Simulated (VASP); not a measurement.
# Sn (Immm) in VASP: notebook

Aim: see how the results for Sn move with the level of theory and the settings. Levels: PBEsol, RPBE. Tasks: single point.

Everything below comes from runs of VASP 6.6.1. Logs are shortened: lines on timing, memory, paths and dates and some standing lists are left out, and cuts for length are marked.

## Step 1: The cell of the first run

It takes space group Immm (No. 71, orthorhombic). The conventional cell has a = 3.453 Å, b = 3.551 Å, c = 4.677 Å, α = 90.00°, β = 90.00°, γ = 90.00°. Within 4.7 Å of Sn (site symmetry mmm) lie 14 Sn at 3.41 to 4.68 Å.

## Step 2: Single point, PBEsol

INCAR

```
SYSTEM = Sn
PREC = Accurate
ENCUT = 520
EDIFF = 1E-6
ISMEAR = -1
SIGMA = 0.05
LREAL = .False.
LASPH = .True.
NELM = 60
ALGO = Normal
ISIF = 2
LWAVE = .False.
LCHARG = .False.
GGA = PS
NBANDS = 13
```

KPOINTS

```
regular mesh
0
Gamma
  11 11 11
  0 0 0
```

POSCAR

```
Sn
1.0
   -1.7265390000      1.7755470000      2.3383420000
    1.7265390000     -1.7755470000      2.3383420000
    1.7265390000      1.7755470000     -2.3383420000
Sn
1
Direct
    0.0000000000      0.0000000000      0.0000000000
```

Potentials or basis: VASP PAW PBE potentials, release 64 (Sn_d).

Started as:

```sh
> cat potpaw_PBE.64/Sn_d/POTCAR > POTCAR
> mpirun -np 1 vasp_std > vasp.out
```

OUTCAR:

```text
SYSTEM = Sn
   PREC = Accurate
   ENCUT = 520
   EDIFF = 1E-6
   ISMEAR = -1
   LREAL = .False.
   LASPH = .True.
   NELM = 60
   ISIF = 2
   GGA = PS

 ion  position               nearest neighbor table
   1  0.000  0.000  0.000-

  LATTYP: Found a body centered orthorhombic cell.
 ALAT       =     3.4530780000
 B/A-ratio  =     1.0283851103
 C/A-ratio  =     1.3543522620

  Lattice vectors:

 A1 = (  -1.7265390000,   1.7755470000,   2.3383420000)
 A2 = (   1.7265390000,  -1.7755470000,   2.3383420000)
 A3 = (   1.7265390000,   1.7755470000,  -2.3383420000)

Analysis of symmetry for initial positions (statically):
=====================================================================
 Subroutine PRICEL returns:
 Original cell was already a primitive cell.

 Routine SETGRP: Setting up the symmetry group for a
 body centered orthorhombic supercell.

 Subroutine GETGRP returns: Found  8 space group operations
 (whereof  8 operations were pure point group operations)
 out of a pool of  8 trial point group operations.

The static configuration has the point symmetry D_2h.

Analysis of symmetry for dynamics (positions and initial velocities):
=====================================================================
 Subroutine PRICEL returns:
 Original cell was already a primitive cell.

 Routine SETGRP: Setting up the symmetry group for a
 body centered orthorhombic supercell.

 Subroutine GETGRP returns: Found  8 space group operations
 (whereof  8 operations were pure point group operations)
 out of a pool of  8 trial point group operations.

The dynamic configuration has the point symmetry D_2h.

 Subroutine INISYM returns: Found  8 space group operations
 (whereof  8 operations are pure point group operations),
 and found     1 'primitive' translations

----------------------------------------------------------------------------------------

                                     Primitive cell

  volume of cell :      28.6732

  direct lattice vectors                    reciprocal lattice vectors
    -1.726539000  1.775547000  2.338342000     0.000000000  0.281603359  0.213826720
     1.726539000 -1.775547000  2.338342000     0.289596702  0.000000000  0.213826720
     1.726539000  1.775547000 -2.338342000     0.289596702  0.281603359  0.000000000

  length of vectors
     3.406075069  3.406075069  3.406075069     0.353584952  0.359983494  0.403938983

  position of ions in fractional coordinates (direct lattice)
     0.000000000  0.000000000  0.000000000
[... 83 lines left out ...]
   ISYM   =      2    0-nonsym 1-usesym 2-fastsym
   POTIM  = 0.5000    time-step for ionic-motion
   TEBEG  =    0.0;   TEEND  =   0.0 temperature during run
   PSTRESS=    0.0 pullay stress
   NELECT =      14.0000    total number of electrons
   NUPDOWN=      -1.0000    fix difference up-down
   EMIN   =  10.00;   EMAX   =-10.00  energy-range for DOS
   EFERMI =   0.00;   METHOD = LEGACY
   ISMEAR =    -1;   SIGMA  =   0.05  broadening in eV -4-tet -1-fermi 0-gaus
   EFERMI_NEDOS =   21; number of points for ismear=-14 and -15
   IALGO  =     38    algorithm
   IMIX   =      4    mixing-type and parameters
     AMIX     =   0.40;   BMIX     =  1.00
     AMIX_MAG =   1.60;   BMIX_MAG =  1.00
  volume/ion in A,a.u.               =      28.67       193.50
  Fermi-wavevector in a.u.,A,eV,Ry     =   1.289116  2.436076 22.610433  1.661820
  Thomas-Fermi vector in A             =   2.421028
   LORBIT       =      0    0 simple, 1 ext, 2 COOP (PROOUT), +10 PAW based schemes
   GGA     = PS    functional components
   LHFCALC =     F    Hartree Fock is set to
   AEXX    =    0.0000 exact exchange contribution
   IVDW    =     0    specifies the selected vdW correction
   LEPSILON=     F    determine dielectric tensor
   LRPA    =     F    only Hartree local field effects (RPA)
 non-spin polarized calculation
  energy-cutoff  :      520.00
  volume of cell :       28.67
 maximum number of plane-waves:       788
 NGX is ok and might be reduce to    28
   NGX = 13   NGY = 13   NGZ = 13

 number of electron      13.9999998 magnetization

 Free energy of the ion-electron system (eV)
  ---------------------------------------------------
  ext. energy  EPLUGINS =         0.00000000
  ---------------------------------------------------
  free energy    TOTEN  =        -4.21292132 eV

  energy without entropy =       -4.20940880  energy(sigma->0) =       -4.21116506

 E-fermi :   7.3483     XC(G=0): -10.2530

 val. band max:        7.3378142948   @ k =   0.1818   0.1818   0.1818
 cond. band min:       7.3622395056   @ k =  -0.1818   0.3636   0.0000
 fundamental gap:      0.0244252109
 Fermi energy:         7.3483281374

 k-point     1 :       0.0000    0.0000    0.0000
  band No.  band energies     occupation
      1     -14.0945      2.00000
      2     -14.0792      2.00000
      3     -14.0603      2.00000
      4     -14.0309      2.00000
      5     -13.9946      2.00000
      6      -3.4226      2.00000
      7      14.3654      0.00000
      8      14.5115      0.00000
      9      14.9129      0.00000
     10      17.9757      0.00000
     11      18.4903      0.00000
     12      18.9894      0.00000
     13      19.1573      0.00000
[... 354 lines left out ...]
  band No.  band energies     occupation
      1     -14.0945      2.00000
      2     -14.0548      2.00000
      3     -14.0269      2.00000
      4     -13.9881      2.00000
      5     -13.9488      2.00000
      6      -0.0435      2.00000
      7       5.0768      2.00000
      8       9.8162      0.00000
      9      11.4978      0.00000
     10      14.7323      0.00000
     11      19.7596      0.00000
     12      20.8061      0.00000
     13      22.1937      0.00000

 [... further k-points ...]

------------------------ aborting loop because EDIFF is reached ----------------------------------------

  FORCE on cell =-STRESS in cart. coord.  units (eV):
  Direction    XX          YY          ZZ          XY          YZ          ZX
  --------------------------------------------------------------------------------------
  -------------------------------------------------------------------------------------
  Total       -0.5397974     -0.8318282     -0.5878177     -0.0000000      0.0000000      0.0000000
  in kB      -30.1623245    -46.4801618    -32.8455594     -0.0000000      0.0000000      0.0000000
  external PRESSURE =     -36.4960152 kB  Pullay stress =       0.0000000 kB

 VOLUME and BASIS-vectors are now :
 -----------------------------------------------------------------------------
  energy-cutoff  :      520.00
  volume of cell :       28.67
      direct lattice vectors                 reciprocal lattice vectors
    -1.726539000  1.775547000  2.338342000     0.000000000  0.281603359  0.213826720
     1.726539000 -1.775547000  2.338342000     0.289596702  0.000000000  0.213826720
     1.726539000  1.775547000 -2.338342000     0.289596702  0.281603359  0.000000000

 POSITION                                       TOTAL-FORCE (eV/Angst)
 -----------------------------------------------------------------------------------
      0.00000      0.00000      0.00000         0.000000      0.000000      0.000000
 -----------------------------------------------------------------------------------
    total drift:                               -0.000000     -0.000000     -0.000000

  FREE ENERGIE OF THE ION-ELECTRON SYSTEM (eV)
  ---------------------------------------------------
  free  energy   TOTEN  =        -4.2129213247 eV

  energy  without entropy=       -4.2094088029  energy(sigma->0) =       -4.21116506
```

Wall time 54 s (1 thread of Intel Xeon Platinum 8259CL at 2.50GHz (Skylake/Cascade Lake), shared host); peak memory 0.21 GiB.

Results:

- Free energy: -4.2129 eV
- Pressure: -3.6 GPa
- Band gap on the k mesh: zero (bands 7 and 8 overlap by 8.79 eV)

Levels at points of the mesh, in eV from the Fermi level:
```tsv
k point	band 5	band 6	band 7	band 8	band 9	band 10
(0.00, 0.00, 0.00)	-21.34	-10.77	7.02	7.16	7.56	10.63
```

Caveat: the cell stands under tension; the PAW data sets were made with another functional, which shifts forces and pressure a little; spin-orbit coupling is left out, which moves the levels of the heavy elements.

## Step 3: Single point, RPBE

INCAR

```
ALGO     = Normal         # electronic algorithm
EDIFF    = 1E-6           # SCF threshold, eV
ENCUT    = 520            # plane-wave cutoff, eV
GGA      = RP             # functional
ISIF     = 2              # what is computed and relaxed
ISMEAR   = -1             # smearing method
LASPH    = T              # aspherical terms in the spheres
LCHARG   = F              # write CHGCAR
LREAL    = F              # projectors in reciprocal space
LWAVE    = F              # write WAVECAR
NBANDS   = 13             # bands
NELM     = 100            # most SCF steps
PREC     = Accurate       # precision mode
SIGMA    = 0.05           # smearing width, eV
```

KPOINTS

```
k-points
0
Gamma
  11 11 11
```

POSCAR is that of step 2.

Potentials or basis: VASP PAW PBE potentials, release 64 (Sn_d).

Started as:

```sh
> cat potpaw_PBE.64/Sn_d/POTCAR > POTCAR
> mpirun -np 1 vasp_std > vasp.out
```

Wall time 57 s (1 thread of Intel Xeon Platinum 8259CL at 2.50GHz (Skylake/Cascade Lake), shared host); peak memory 0.21 GiB.

The run converged. Its results:

- Free energy: -3.4273 eV
- Pressure: 0.3 GPa
- Band gap on the k mesh: zero (bands 7 and 8 overlap by 8.86 eV)

Stress tensor (GPa, compression positive):
```
 0.97  0.00  0.00
 0.00 -0.75  0.00
 0.00  0.00  0.66
```

Levels at points of the mesh, in eV from the Fermi level:
```tsv
k point	band 3	band 4	band 5	band 6	band 7	band 8	band 9	band 10	band 11	band 12
(0.00, 0.00, 0.00)	-21.61	-21.58	-21.54	-10.75	7.08	7.22	7.63	10.55	11.08	11.60
```

Caveat: the PAW data sets were made with another functional, which shifts forces and pressure a little; spin-orbit coupling is left out, which moves the levels of the heavy elements.
